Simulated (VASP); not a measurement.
# TiAl (Pm-3m) in VASP: notebook

The runs below take TiAl through single point, with PBE.

Program: VASP 6.6.1. These are calculated values, not measurements. Logs are shortened: lines on timing, memory, paths and dates and some standing lists are left out, and cuts for length are marked.

**1. The cell of the first run**

Symmetry: Pm-3m, No. 221, cubic system. The conventional cell has a = 3.158 Å, b = 3.158 Å, c = 3.158 Å, α = 90.00°, β = 90.00°, γ = 90.00°. Ti (site symmetry m-3m) has 8 Al at 2.73 Å and 6 Ti at 3.16 Å within 3.6 Å. Within 3.6 Å of Al (site symmetry m-3m) lie 8 Ti at 2.73 Å and 6 Al at 3.16 Å.

**2. Single point, PBE (volume scaled by 0.98)**

Contents of INCAR:

```
PREC     = Accurate       # precision mode
ENCUT    = 520            # plane-wave cutoff, eV
EDIFF    = 1E-6           # SCF threshold, eV
ISMEAR   = -1             # smearing method
SIGMA    = 0.05           # smearing width, eV
LREAL    = False          # projectors in reciprocal space
LASPH    = True           # aspherical terms in the spheres
NELM     = 60             # most SCF steps
ALGO     = Normal         # electronic algorithm
ISIF     = 2              # what is computed and relaxed
LWAVE    = False          # write WAVECAR
LCHARG   = False          # write CHGCAR
GGA      = PE             # functional
NBANDS   = 14             # bands
```

Contents of KPOINTS:

```
regular mesh
0
Gamma
  8 8 8
```

Contents of POSCAR:

```
TiAl
1.0
    3.1577273571      0.0000000000      0.0000000000
    0.0000000000      3.1577273571      0.0000000000
    0.0000000000      0.0000000000      3.1577273571
Ti Al
1 1
Direct
    0.0000000000      0.0000000000      0.0000000000
    0.5000000000      0.5000000000      0.5000000000
```

Potentials or basis: VASP PAW PBE potentials, release 64 (Ti_sv, Al).

Run with:

```
$ cat potpaw_PBE.64/Ti_sv/POTCAR potpaw_PBE.64/Al/POTCAR > POTCAR
$ mpirun -np 1 vasp_std > vasp.out
```

OUTCAR:

```text
PREC = Accurate
   ENCUT = 520
   EDIFF = 1E-6
   ISMEAR = -1
   LREAL = False
   LASPH = True
   NELM = 60
   ISIF = 2
   GGA = PE

 ion  position               nearest neighbor table
   1  0.000  0.000  0.000-   2 2.73   2 2.73   2 2.73   2 2.73   2 2.73   2 2.73   2 2.73   2 2.73

   2  0.500  0.500  0.500-   1 2.73   1 2.73   1 2.73   1 2.73   1 2.73   1 2.73   1 2.73   1 2.73

  LATTYP: Found a simple cubic cell.
 ALAT       =     3.1577273571

  Lattice vectors:

 A1 = (   3.1577273571,   0.0000000000,   0.0000000000)
 A2 = (   0.0000000000,   3.1577273571,   0.0000000000)
 A3 = (   0.0000000000,   0.0000000000,   3.1577273571)

Analysis of symmetry for initial positions (statically):
=====================================================================
 Subroutine PRICEL returns:
 Original cell was already a primitive cell.

 Routine SETGRP: Setting up the symmetry group for a
 simple cubic supercell.

 Subroutine GETGRP returns: Found 48 space group operations
 (whereof 48 operations were pure point group operations)
 out of a pool of 48 trial point group operations.

The static configuration has the point symmetry O_h .

Analysis of symmetry for dynamics (positions and initial velocities):
=====================================================================
 Subroutine PRICEL returns:
 Original cell was already a primitive cell.

 Routine SETGRP: Setting up the symmetry group for a
 simple cubic supercell.

 Subroutine GETGRP returns: Found 48 space group operations
 (whereof 48 operations were pure point group operations)
 out of a pool of 48 trial point group operations.

The dynamic configuration has the point symmetry O_h .

 Subroutine INISYM returns: Found 48 space group operations
 (whereof 48 operations are pure point group operations),
 and found     1 'primitive' translations

----------------------------------------------------------------------------------------

                                     Primitive cell

  volume of cell :      31.4865

  direct lattice vectors                    reciprocal lattice vectors
     3.157727357  0.000000000  0.000000000     0.316683452  0.000000000  0.000000000
     0.000000000  3.157727357  0.000000000     0.000000000  0.316683452  0.000000000
     0.000000000  0.000000000  3.157727357     0.000000000  0.000000000  0.316683452

  length of vectors
     3.157727357  3.157727357  3.157727357     0.316683452  0.316683452  0.316683452

  position of ions in fractional coordinates (direct lattice)
     0.000000000  0.000000000  0.000000000
     0.500000000  0.500000000  0.500000000

  ion indices of the primitive-cell ions
   primitive index   ion index
                 1           1
                 2           2

----------------------------------------------------------------------------------------

 KPOINTS: regular mesh

Automatic generation of k-mesh.
 Grid dimensions read from file:
 generate k-points for:    8    8    8

 Generating k-lattice:

  Cartesian coordinates                     Fractional coordinates (reciprocal lattice)
     0.039585432  0.000000000  0.000000000     0.125000000  0.000000000  0.000000000
     0.000000000  0.039585432  0.000000000     0.000000000  0.125000000  0.000000000
     0.000000000  0.000000000  0.039585432     0.000000000  0.000000000  0.125000000

  Length of vectors
     0.039585432  0.039585432  0.039585432

  Shift w.r.t. Gamma in fractional coordinates (k-lattice)
     0.000000000  0.000000000  0.000000000

 Subroutine IBZKPT returns following result:
 ===========================================

 Found     35 irreducible k-points:

 Following reciprocal coordinates:
            Coordinates               Weight
  0.000000  0.000000  0.000000      1.000000
  0.125000  0.000000  0.000000      6.000000
  0.250000  0.000000  0.000000      6.000000
  0.375000  0.000000  0.000000      6.000000
  0.500000  0.000000  0.000000      3.000000
  0.125000  0.125000  0.000000     12.000000
[... 16 lines left out ...]
  0.375000  0.375000  0.125000     24.000000
  0.500000  0.375000  0.125000     24.000000
 [... further k-points ...]
   k-points           NKPTS =     35   k-points in BZ     NKDIM =     35   number of bands    NBANDS=     14
   number of dos      NEDOS =    301   number of ions     NIONS =      2
   total plane-waves  NPLWV =  13824
   dimension x,y,z NGX =    24 NGY =   24 NGZ =   24
   dimension x,y,z NGXF=    48 NGYF=   48 NGZF=   48
   ions per type =               1   1
   NGX,Y,Z   is equivalent  to a cutoff of  12.64, 12.64, 12.64 a.u.
   NGXF,Y,Z  is equivalent  to a cutoff of  25.27, 25.27, 25.27 a.u.
 SYSTEM =  unknown system
   PREC   = accura    normal or accurate (medium, high low for compatibility)
   ISTART =      0    job   : 0-new  1-cont  2-samecut
   ICHARG =      2    charge: 1-file 2-atom 10-const
   ISPIN  =      1    spin polarized calculation?
   LNONCOLLINEAR =      F non collinear calculations
   LSORBIT =      F    spin-orbit coupling
   LASPH  =      T    aspherical Exc in radial PAW
   ENCUT  =  520.0 eV  38.22 Ry    6.18 a.u.   5.87  5.87  5.87*2*pi/ulx,y,z
   NELM   =     60;   NELMIN=  2; NELMDL= -5     # of ELM steps
   EDIFF  = 0.1E-05   stopping-criterion for ELM
   LREAL  =      F    real-space projection
   EDIFFG = 0.1E-04   stopping-criterion for IOM
   NSW    =      0    number of steps for IOM
   IBRION =     -1    ionic relax: 0-MD 1-quasi-New 2-CG
   NFREE  =      0    steps in history (QN), initial steepest desc. (CG)
   ISIF   =      2    stress and relaxation
   ISYM   =      2    0-nonsym 1-usesym 2-fastsym
   POTIM  = 0.5000    time-step for ionic-motion
   TEBEG  =    0.0;   TEEND  =   0.0 temperature during run
   PSTRESS=    0.0 pullay stress
   NELECT =      15.0000    total number of electrons
   NUPDOWN=      -1.0000    fix difference up-down
   EMIN   =  10.00;   EMAX   =-10.00  energy-range for DOS
   EFERMI =   0.00;   METHOD = LEGACY
   ISMEAR =    -1;   SIGMA  =   0.05  broadening in eV -4-tet -1-fermi 0-gaus
   EFERMI_NEDOS =   21; number of points for ismear=-14 and -15
   IALGO  =     38    algorithm
   IMIX   =      4    mixing-type and parameters
     AMIX     =   0.40;   BMIX     =  1.00
     AMIX_MAG =   1.60;   BMIX_MAG =  1.00
  volume/ion in A,a.u.               =      15.74       106.24
  Fermi-wavevector in a.u.,A,eV,Ry     =   1.278588  2.416181 22.242631  1.634787
  Thomas-Fermi vector in A             =   2.411122
   LORBIT       =      0    0 simple, 1 ext, 2 COOP (PROOUT), +10 PAW based schemes
   GGA     = PE    functional components
   LHFCALC =     F    Hartree Fock is set to
   AEXX    =    0.0000 exact exchange contribution
   IVDW    =     0    specifies the selected vdW correction
   LEPSILON=     F    determine dielectric tensor
   LRPA    =     F    only Hartree local field effects (RPA)
 non-spin polarized calculation
  energy-cutoff  :      520.00
  volume of cell :       31.49
 maximum number of plane-waves:       876
 NGX is ok and might be reduce to    24
   NGX = 11   NGY = 11   NGZ = 11

 number of electron      14.9999993 magnetization

 Free energy of the ion-electron system (eV)
  ---------------------------------------------------
  ext. energy  EPLUGINS =         0.00000000
  ---------------------------------------------------
  free energy    TOTEN  =       -12.10646236 eV

  energy without entropy =      -12.08421424  energy(sigma->0) =      -12.09533830

 E-fermi :   8.9917     XC(G=0): -11.1738

 val. band max:        8.9608746612   @ k =   0.3750   0.1250   0.1250
 cond. band min:       9.0028073712   @ k =   0.3750   0.3750   0.2500
 fundamental gap:      0.0419327100
 Fermi energy:         8.9917232879

 k-point     1 :       0.0000    0.0000    0.0000
  band No.  band energies     occupation
      1     -47.8666      2.00000
      2     -24.0662      2.00000
      3     -24.0662      2.00000
      4     -24.0662      2.00000
      5      -0.3754      2.00000
      6       7.5032      2.00000
      7       7.5032      2.00000
      8      10.8417      0.00000
      9      10.8417      0.00000
     10      10.8417      0.00000
     11      13.5027      0.00000
     12      13.5027      0.00000
     13      13.5027      0.00000
     14      17.9012      0.00000

 k-point     2 :       0.1250    0.0000    0.0000
  band No.  band energies     occupation
      1     -47.8643      2.00000
      2     -24.0935      2.00000
      3     -24.0638      2.00000
      4     -24.0638      2.00000
      5      -0.1228      2.00000
      6       7.3549      2.00000
      7       7.6163      2.00000
      8      10.4512      0.00000
      9      10.4512      0.00000
     10      10.8716      0.00000
     11      12.6394      0.00000
     12      14.0779      0.00000
     13      14.0779      0.00000
     14      17.5632      0.00000

 k-point     3 :       0.2500    0.0000    0.0000
  band No.  band energies     occupation
      1     -47.8585      2.00000
      2     -24.1588      2.00000
      3     -24.0580      2.00000
      4     -24.0580      2.00000
      5       0.6125      2.00000
      6       6.5792      2.00000
      7       7.9142      2.00000
      8       9.7990      0.00000
      9       9.7990      0.00000
     10      10.9450      0.00000
     11      11.8165      0.00000
     12      15.3077      0.00000
     13      15.3077      0.00000
     14      16.7337      0.00000
[... 324 lines left out ...]
 k-point    23 :       0.3750    0.3750    0.1250
  band No.  band energies     occupation
      1     -47.8371      2.00000
      2     -24.2002      2.00000
      3     -24.1975      2.00000
      4     -24.0635      2.00000
      5       3.4251      2.00000
      6       6.3021      2.00000
      7       6.8328      2.00000
      8       8.6711      1.99672
      9       9.7216      0.00000
     10       9.9395      0.00000
     11      12.0463      0.00000
     12      13.6150      0.00000
     13      15.0303      0.00000
     14      16.3404      0.00000

 k-point    24 :       0.5000    0.3750    0.1250
  band No.  band energies     occupation
      1     -47.8348      2.00000
      2     -24.2241      2.00000
      3     -24.1953      2.00000
      4     -24.0610      2.00000
      5       3.8890      2.00000
      6       5.9488      2.00000
      7       7.0044      2.00000
      8       8.3989      1.99999
      9       9.9095      0.00000
     10       9.9297      0.00000
     11      11.9079      0.00000
     12      13.8124      0.00000
     13      14.2136      0.00000
     14      16.5434      0.00000

 [... further k-points ...]
[... 5 lines left out ...]
  --------------------------------------------------------------------------------------
  -------------------------------------------------------------------------------------
  Total        0.6379532      0.6379532      0.6379532     -0.0000000      0.0000000     -0.0000000
  in kB       32.4620161     32.4620161     32.4620161     -0.0000000      0.0000000     -0.0000000
  external PRESSURE =      32.4620161 kB  Pullay stress =       0.0000000 kB

 VOLUME and BASIS-vectors are now :
 -----------------------------------------------------------------------------
  energy-cutoff  :      520.00
  volume of cell :       31.49
      direct lattice vectors                 reciprocal lattice vectors
     3.157727357  0.000000000  0.000000000     0.316683452  0.000000000  0.000000000
     0.000000000  3.157727357  0.000000000     0.000000000  0.316683452  0.000000000
     0.000000000  0.000000000  3.157727357     0.000000000  0.000000000  0.316683452

 POSITION                                       TOTAL-FORCE (eV/Angst)
 -----------------------------------------------------------------------------------
      0.00000      0.00000      0.00000         0.000000      0.000000      0.000000
      1.57886      1.57886      1.57886         0.000000      0.000000      0.000000
 -----------------------------------------------------------------------------------
    total drift:                                0.000000      0.000000      0.000000

  FREE ENERGIE OF THE ION-ELECTRON SYSTEM (eV)
  ---------------------------------------------------
  free  energy   TOTEN  =       -12.1064623626 eV

  energy  without entropy=      -12.0842142429  energy(sigma->0) =      -12.09533830
```

It took 4.2 s on 1 thread of Intel Xeon 6975P-C (Granite Rapids), shared host; peak memory 0.14 GiB.

What came out:

```yaml
Free_energy: -12.1065 eV
Pressure: 3.2 GPa
```

Caveat: the cell differs from its parent crystal (volume scaled by 0.98).

**3. Single point, PBE**

This run uses another cell than the first one, of 16.06 Å³/atom, 1.020 times its volume.

Contents of INCAR:

```
ALGO = Normal ; EDIFF = 1E-7
ENCUT = 520 ; GGA = PE
ISIF = 2 ; ISMEAR = -1
LASPH = True ; LCHARG = True
LELF = True ; LREAL = False
LVHAR = True ; LWAVE = False
NBANDS = 14 ; NELM = 60
PREC = Accurate ; SIGMA = 0.05
```

Contents of KPOINTS:

```
k-points
0
Gamma
  8 8 8
```

Contents of POSCAR:

```
TiAl
1.0
    3.1790640000      0.0000000000      0.0000000000
    0.0000000000      3.1790640000      0.0000000000
    0.0000000000      0.0000000000      3.1790640000
Ti Al
1 1
Direct
    0.0000000000      0.0000000000      0.0000000000
    0.5000000000      0.5000000000      0.5000000000
```

Potentials or basis: VASP PAW PBE potentials, release 64 (Ti_sv, Al).

Run with:

```
$ cat potpaw_PBE.64/Ti_sv/POTCAR potpaw_PBE.64/Al/POTCAR > POTCAR
$ mpirun -np 1 vasp_std > vasp.out
```

Wall time 4.8 s (1 thread of Intel Xeon 6975P-C (Granite Rapids), shared host); peak memory 0.14 GiB.

It converged, with:

```
Free energy : -12.1147 eV
Pressure    : 0.8 GPa
```

Levels at points of the mesh, in eV from the Fermi level:
```
           k point  band 3  band 4  band 5  band 6  band 7  band 8  band 9  band 10  band 11  band 12
(0.00, 0.00, 0.00)  -33.10  -33.10   -9.28   -1.44   -1.44    1.80    1.80     1.80     4.41     4.41
(0.50, 0.00, 0.00)  -33.09  -33.09   -6.04   -5.19   -0.55    0.15    0.15     2.01     2.98     6.51
(0.50, 0.50, 0.00)  -33.25  -33.07   -5.01   -2.11   -2.11   -1.47    0.71     0.71     2.72     4.69
(0.50, 0.50, 0.50)  -33.23  -33.23   -3.09   -3.09   -3.09    0.63    2.79     2.79     2.91     2.91
```

(Part 1 of 2 ends here.)
